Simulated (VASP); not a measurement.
# Sn3GeSe (Pm-3m) in VASP: a series of runs

The runs below take Sn3GeSe through relaxation of cell and atoms, single point, with PBE.

All numbers are computed with VASP 6.6.1; they aren't measurements. Logs are shortened: lines on timing, memory, paths and dates and some standing lists are left out, and cuts for length are marked.

## (1) The cell of the first run

Symmetry: Pm-3m, No. 221, cubic system. The conventional cell has a = 5.096 Å, b = 5.096 Å, c = 5.096 Å, α = 90.00°, β = 90.00°, γ = 90.00°. Within 3.4 Å of Sn (site symmetry 4/mmm) lie 2 Se at 2.55 Å. Within 4.7 Å of Ge (site symmetry m-3m) lie 12 Sn at 3.60 Å and 8 Se at 4.41 Å. Within 3.4 Å of Se (site symmetry m-3m) lie 6 Sn at 2.55 Å.

## (2) Relaxation of cell and atoms, PBE

Input file INCAR:

```
ALGO = Normal ; EDIFF = 1E-7
EDIFFG = -0.04 ; ENCUT = 600
GGA = PE ; IBRION = 2
ISIF = 3 ; ISMEAR = 0
LASPH = T ; LCHARG = F
LREAL = F ; LWAVE = F
NELM = 100 ; NSW = 90
PREC = Accurate ; SIGMA = 0.1
```

Input file KPOINTS:

```
k-points
0
Gamma
  4 4 4
```

Input file POSCAR:

```
Sn3GeSe
1.0
    5.0962299100      0.0000000000      0.0000000000
    0.0000000000      5.0962299100      0.0000000000
    0.0000000000      0.0000000000      5.0962299100
Sn Ge Se
3 1 1
Direct
    0.5000000000      0.5000000000      0.0000000000
    0.0000000000      0.5000000000      0.5000000000
    0.5000000000      0.0000000000      0.5000000000
    0.0000000000      0.0000000000      0.0000000000
    0.5000000000      0.5000000000      0.5000000000
```

Potentials or basis: VASP PAW PBE potentials, release 64 (Sn_d, Ge_d, Se).

The run is started by

```sh
cat potpaw_PBE.64/Sn_d/POTCAR potpaw_PBE.64/Ge_d/POTCAR potpaw_PBE.64/Se/POTCAR > POTCAR
mpirun -np 1 vasp_std > vasp.out
```

OUTCAR:

```text
EDIFF = 1E-7
   EDIFFG = -0.04
   ENCUT = 600
   GGA = PE
   IBRION = 2
   ISIF = 3
   ISMEAR = 0
   LASPH = T
   LREAL = F
   NELM = 100
   NSW = 90
   PREC = Accurate

 ion  position               nearest neighbor table
   1  0.500  0.500  0.000-   5 2.55   5 2.55   2 3.60   2 3.60   3 3.60   3 3.60   3 3.60   3 3.60
                             2 3.60   2 3.60
   2  0.000  0.500  0.500-   5 2.55   5 2.55   1 3.60   1 3.60   3 3.60   1 3.60   3 3.60   3 3.60
                             1 3.60   3 3.60
   3  0.500  0.000  0.500-   5 2.55   5 2.55   1 3.60   1 3.60   1 3.60   2 3.60   2 3.60   1 3.60
                             2 3.60   2 3.60
   4  0.000  0.000  0.000-
   5  0.500  0.500  0.500-   1 2.55   2 2.55   3 2.55   1 2.55   3 2.55   2 2.55

  LATTYP: Found a simple cubic cell.
 ALAT       =     5.0962299100

  Lattice vectors:

 A1 = (   5.0962299100,   0.0000000000,   0.0000000000)
 A2 = (   0.0000000000,   5.0962299100,   0.0000000000)
 A3 = (   0.0000000000,   0.0000000000,   5.0962299100)

Analysis of symmetry for initial positions (statically):
=====================================================================
 Subroutine PRICEL returns:
 Original cell was already a primitive cell.

 Routine SETGRP: Setting up the symmetry group for a
 simple cubic supercell.

 Subroutine GETGRP returns: Found 48 space group operations
 (whereof 48 operations were pure point group operations)
 out of a pool of 48 trial point group operations.

The static configuration has the point symmetry O_h .

Analysis of symmetry for dynamics (positions and initial velocities):
=====================================================================
 Subroutine PRICEL returns:
 Original cell was already a primitive cell.

 Routine SETGRP: Setting up the symmetry group for a
 simple cubic supercell.

 Subroutine GETGRP returns: Found 48 space group operations
 (whereof 48 operations were pure point group operations)
 out of a pool of 48 trial point group operations.

The dynamic configuration has the point symmetry O_h .

 Subroutine INISYM returns: Found 48 space group operations
 (whereof 48 operations are pure point group operations),
 and found     1 'primitive' translations

----------------------------------------------------------------------------------------

                                     Primitive cell

  volume of cell :     132.3570

  direct lattice vectors                    reciprocal lattice vectors
     5.096229910  0.000000000  0.000000000     0.196223486  0.000000000  0.000000000
     0.000000000  5.096229910  0.000000000     0.000000000  0.196223486  0.000000000
     0.000000000  0.000000000  5.096229910     0.000000000  0.000000000  0.196223486

  length of vectors
     5.096229910  5.096229910  5.096229910     0.196223486  0.196223486  0.196223486

  position of ions in fractional coordinates (direct lattice)
     0.500000000  0.500000000  0.000000000
     0.000000000  0.500000000  0.500000000
     0.500000000  0.000000000  0.500000000
     0.000000000  0.000000000  0.000000000
     0.500000000  0.500000000  0.500000000

  ion indices of the primitive-cell ions
   primitive index   ion index
                 1           1
                 2           2
                 3           3
                 4           4
                 5           5

----------------------------------------------------------------------------------------

 KPOINTS: k-points

Automatic generation of k-mesh.
 Grid dimensions read from file:
 generate k-points for:    4    4    4

 Generating k-lattice:

  Cartesian coordinates                     Fractional coordinates (reciprocal lattice)
     0.049055872  0.000000000  0.000000000     0.250000000  0.000000000  0.000000000
     0.000000000  0.049055872  0.000000000     0.000000000  0.250000000  0.000000000
     0.000000000  0.000000000  0.049055872     0.000000000  0.000000000  0.250000000

  Length of vectors
     0.049055872  0.049055872  0.049055872

  Shift w.r.t. Gamma in fractional coordinates (k-lattice)
     0.000000000  0.000000000  0.000000000

 Subroutine IBZKPT returns following result:
 ===========================================

 Found     10 irreducible k-points:

 Following reciprocal coordinates:
            Coordinates               Weight
  0.000000  0.000000  0.000000      1.000000
  0.250000  0.000000  0.000000      6.000000
  0.500000  0.000000  0.000000      3.000000
  0.250000  0.250000  0.000000     12.000000
  0.500000  0.250000  0.000000     12.000000
  0.500000  0.500000  0.000000      3.000000
  0.250000  0.250000  0.250000      8.000000
  0.500000  0.250000  0.250000     12.000000
  0.500000  0.500000  0.250000      6.000000
  0.500000  0.500000  0.500000      1.000000
   k-points           NKPTS =     10   k-points in BZ     NKDIM =     10   number of bands    NBANDS=     37
   number of dos      NEDOS =    301   number of ions     NIONS =      5
   total plane-waves  NPLWV =  74088
   dimension x,y,z NGX =    42 NGY =   42 NGZ =   42
   dimension x,y,z NGXF=    84 NGYF=   84 NGZF=   84
   ions per type =               3   1   1
   NGX,Y,Z   is equivalent  to a cutoff of  13.70, 13.70, 13.70 a.u.
   NGXF,Y,Z  is equivalent  to a cutoff of  27.40, 27.40, 27.40 a.u.
 SYSTEM =  unknown system
   PREC   = accura    normal or accurate (medium, high low for compatibility)
   ISTART =      0    job   : 0-new  1-cont  2-samecut
   ICHARG =      2    charge: 1-file 2-atom 10-const
   ISPIN  =      1    spin polarized calculation?
   LNONCOLLINEAR =      F non collinear calculations
   LSORBIT =      F    spin-orbit coupling
   LASPH  =      T    aspherical Exc in radial PAW
   ENCUT  =  600.0 eV  44.10 Ry    6.64 a.u.  10.18 10.18 10.18*2*pi/ulx,y,z
   NELM   =    100;   NELMIN=  2; NELMDL= -5     # of ELM steps
   EDIFF  = 0.1E-06   stopping-criterion for ELM
   LREAL  =      F    real-space projection
   EDIFFG = -.4E-01   stopping-criterion for IOM
   NSW    =     90    number of steps for IOM
   IBRION =      2    ionic relax: 0-MD 1-quasi-New 2-CG
   NFREE  =      1    steps in history (QN), initial steepest desc. (CG)
   ISIF   =      3    stress and relaxation
   ISYM   =      2    0-nonsym 1-usesym 2-fastsym
   POTIM  = 0.5000    time-step for ionic-motion
   TEBEG  =    0.0;   TEEND  =   0.0 temperature during run
   PSTRESS=    0.0 pullay stress
   NELECT =      62.0000    total number of electrons
   NUPDOWN=      -1.0000    fix difference up-down
   EMIN   =  10.00;   EMAX   =-10.00  energy-range for DOS
   EFERMI =   0.00;   METHOD = LEGACY
   ISMEAR =     0;   SIGMA  =   0.10  broadening in eV -4-tet -1-fermi 0-gaus
   EFERMI_NEDOS =   21; number of points for ismear=-14 and -15
   IALGO  =     38    algorithm
   IMIX   =      4    mixing-type and parameters
     AMIX     =   0.40;   BMIX     =  1.00
     AMIX_MAG =   1.60;   BMIX_MAG =  1.00
  volume/ion in A,a.u.               =      26.47       178.64
  Fermi-wavevector in a.u.,A,eV,Ry     =   1.271422  2.402639 21.994006  1.616514
  Thomas-Fermi vector in A             =   2.404356
   LORBIT       =      0    0 simple, 1 ext, 2 COOP (PROOUT), +10 PAW based schemes
   GGA     = PE    functional components
   LHFCALC =     F    Hartree Fock is set to
   AEXX    =    0.0000 exact exchange contribution
   IVDW    =     0    specifies the selected vdW correction
   LEPSILON=     F    determine dielectric tensor
   LRPA    =     F    only Hartree local field effects (RPA)
 conjugate gradient relaxation of ions
 non-spin polarized calculation
 Gauss-broadening in eV      SIGMA  =   0.10
  energy-cutoff  :      600.00
  volume of cell :      132.36
 maximum number of plane-waves:      4468
 NGX is ok and might be reduce to    42
   NGX = 21   NGY = 21   NGZ = 21

--------------------------------------- Ionic step        1  -------------------------------------------

 number of electron      62.0000023 magnetization

 Free energy of the ion-electron system (eV)
  ---------------------------------------------------
  ext. energy  EPLUGINS =         0.00000000
  ---------------------------------------------------
  free energy    TOTEN  =       -15.65506920 eV

  energy without entropy =      -15.64425345  energy(sigma->0) =      -15.64966133

 E-fermi :   6.6865     XC(G=0):  -9.9764

 val. band max:        6.5575719058   @ k =   0.5000   0.0000   0.0000
 cond. band min:       6.6992922024   @ k =   0.5000   0.5000   0.0000
 fundamental gap:      0.1417202966
 Fermi energy:         6.6865382597

 k-point     1 :       0.0000    0.0000    0.0000
  band No.  band energies     occupation
      1     -17.9575      2.00000
      2     -17.9575      2.00000
      3     -17.9575      2.00000
      4     -17.9564      2.00000
      5     -17.9564      2.00000
      6     -15.6197      2.00000
[... 29 lines left out ...]
     36      10.6620      0.00000
     37      10.6620      0.00000
[... 419 lines left out ...]
 POSITION                                       TOTAL-FORCE (eV/Angst)
 -----------------------------------------------------------------------------------
      2.77769      2.77769     -0.00000        -0.000000      0.000000      0.000000
     -0.00000      2.77769      2.77769         0.000000     -0.000000      0.000000
      2.77769     -0.00000      2.77769        -0.000000     -0.000000      0.000000
      0.00000      0.00000      0.00000        -0.000000      0.000000      0.000000
      2.77769      2.77769      2.77769         0.000000      0.000000     -0.000000
 -----------------------------------------------------------------------------------
    total drift:                                0.000000     -0.000000     -0.000000

  FREE ENERGIE OF THE ION-ELECTRON SYSTEM (eV)
  ---------------------------------------------------
  free  energy   TOTEN  =       -16.7355295941 eV

  energy  without entropy=      -16.7195129908  energy(sigma->0) =      -16.72752129

--------------------------------------- Ionic step        3  -------------------------------------------

 number of electron      62.0000012 magnetization

 Free energy of the ion-electron system (eV)
  ---------------------------------------------------
  ext. energy  EPLUGINS =         0.00000000
  ---------------------------------------------------
  free energy    TOTEN  =       -16.73674767 eV

  energy without entropy =      -16.72051516  energy(sigma->0) =      -16.72863141

 E-fermi :   4.0820     XC(G=0):  -8.8758

 val. band max:        4.0552096296   @ k =   0.2500   0.0000   0.0000
 cond. band min:       4.0981782608   @ k =   0.5000   0.2500   0.0000
 fundamental gap:      0.0429686312
 Fermi energy:         4.0819827875

 k-point     1 :       0.0000    0.0000    0.0000
  band No.  band energies     occupation
      1     -20.6079      2.00000
      2     -20.6079      2.00000
      3     -20.6079      2.00000
      4     -20.6075      2.00000
      5     -20.6075      2.00000
      6     -17.5714      2.00000
[... 29 lines left out ...]
     36       7.5419      0.00000
     37       7.5419      0.00000
[... 371 lines left out ...]
 VOLUME and BASIS-vectors are now :
 -----------------------------------------------------------------------------
  energy-cutoff  :      600.00
  volume of cell :      169.55
      direct lattice vectors                 reciprocal lattice vectors
     5.534770334 -0.000000000 -0.000000000     0.180675970  0.000000000  0.000000000
    -0.000000000  5.534770334 -0.000000000     0.000000000  0.180675970  0.000000000
    -0.000000000 -0.000000000  5.534770334     0.000000000  0.000000000  0.180675970

 POSITION                                       TOTAL-FORCE (eV/Angst)
 -----------------------------------------------------------------------------------
      2.76739      2.76739     -0.00000        -0.000000      0.000000      0.000000
     -0.00000      2.76739      2.76739         0.000000     -0.000000      0.000000
      2.76739     -0.00000      2.76739        -0.000000     -0.000000      0.000000
      0.00000      0.00000      0.00000        -0.000000      0.000000      0.000000
      2.76739      2.76739      2.76739         0.000000      0.000000      0.000000
 -----------------------------------------------------------------------------------
    total drift:                                0.000000     -0.000000     -0.000000

  FREE ENERGIE OF THE ION-ELECTRON SYSTEM (eV)
  ---------------------------------------------------
  free  energy   TOTEN  =       -16.7367476697 eV

  energy  without entropy=      -16.7205151593  energy(sigma->0) =      -16.72863141

 reached required accuracy - stopping structural energy minimisation
```

Run time: 4.5 min. Hardware: 1 thread of Oxide Virtual Turin-like, shared host; peak memory 0.26 GiB.

Results:

```yaml
Free_energy: -16.7367 eV
Relaxed_volume: 33.91 Å³/atom
Relaxed_cell: a = 5.535 Å, b = 5.535 Å, c = 5.535 Å, α = 90.00°, β = 90.00°, γ = 90.00°
Space_group_after_relaxing_to_0.05_Å: Pm-3m (No. 221)
Energy_gained_by_relaxing: 216.3 meV/atom
Ionic_steps: 3
Pressure_after_relaxing: 0.1 GPa
Band_gap_on_the_k_mesh: zero (band 31 reaches 4.50 eV, above the bottom of band 32 at 4.10 eV)
```

The path:
```csv
step,energy change (eV),largest force (eV/Å),pressure (GPa),volume (Å³)
1,0.0000,0.0000,11.30,132.36
2,-1.0805,0.0000,-0.28,171.45
3,-1.0817,0.0000,0.08,169.55
```

Final structure:
```
Sn Ge Se
1.0
     5.53477    0.00000    0.00000
     0.00000    5.53477    0.00000
     0.00000    0.00000    5.53477
Sn Ge Se
3 1 1
Cartesian
  2.7674 2.7674 0.0000
  0.0000 2.7674 2.7674
  2.7674 0.0000 2.7674
  0.0000 0.0000 0.0000
  2.7674 2.7674 2.7674
```

Caveat: the volume moved by over 15 % at a fixed basis, so the end points are rough; spin-orbit coupling is left out, which moves the levels of the heavy elements.

## (3) Single point, PBE

This run uses another cell than the first one, of 33.51 Å³/atom, 1.266 times its volume.

Input file INCAR:

```
SYSTEM = Sn3GeSe
  PREC = Accurate
  ENCUT = 520
  EDIFF = 1E-6
  ISMEAR = 0
  SIGMA = 0.1
  LREAL = .False.
  LASPH = .True.
  NELM = 60
  ALGO = Normal
  ISIF = 2
  LWAVE = .False.
  LCHARG = .False.
  GGA = PE
  NBANDS = 39
```

Input file KPOINTS:

```
Automatic mesh
0
Gamma
  8 8 8
  0 0 0
```

POSCAR, as its differences from that of step 2:

```diff
@@ -2,5 +2,5 @@
 1.0
-    5.0962299100      0.0000000000      0.0000000000
-    0.0000000000      5.0962299100      0.0000000000
-    0.0000000000      0.0000000000      5.0962299100
+    5.5130892215      0.0000000000      0.0000000000
+    0.0000000000      5.5130892215      0.0000000000
+    0.0000000000      0.0000000000      5.5130892215
 Sn Ge Se
```

Potentials or basis: VASP PAW PBE potentials, release 64 (Sn_d, Ge_d, Se).

The run is started by

```sh
cat potpaw_PBE.64/Sn_d/POTCAR potpaw_PBE.64/Ge_d/POTCAR potpaw_PBE.64/Se/POTCAR > POTCAR
mpirun -np 1 vasp_std > vasp.out
```

It took 4.5 min on 1 thread of Oxide Virtual Turin-like, shared host; peak memory 0.36 GiB.

It converged, with:

| Item | Value |
| --- | --- |
| Free energy | -16.9254 eV |
| Pressure | -0.1 GPa |
| Band gap on the k mesh | zero (band 31 reaches 4.61 eV, above the bottom of band 32 at 3.94 eV) |

Levels at points of the mesh, in eV from the Fermi level:
| k point | band 29 | band 30 | band 31 | band 32 | band 33 | band 34 |
| --- | --- | --- | --- | --- | --- | --- |
| (0.00, 0.00, 0.00) | -0.54 | -0.54 | -0.54 | 1.52 | 1.52 | 1.52 |
| (0.50, 0.00, 0.00) | -0.91 | -0.47 | 0.41 | 0.72 | 1.16 | 1.21 |
| (0.50, 0.50, 0.00) | -1.00 | -0.26 | -0.26 | 0.11 | 0.11 | 0.30 |
| (0.50, 0.50, 0.50) | -0.28 | -0.28 | -0.28 | 1.38 | 1.86 | 1.86 |

Caveat: spin-orbit coupling is left out, which moves the levels of the heavy elements.

[end of part 1 of 2]
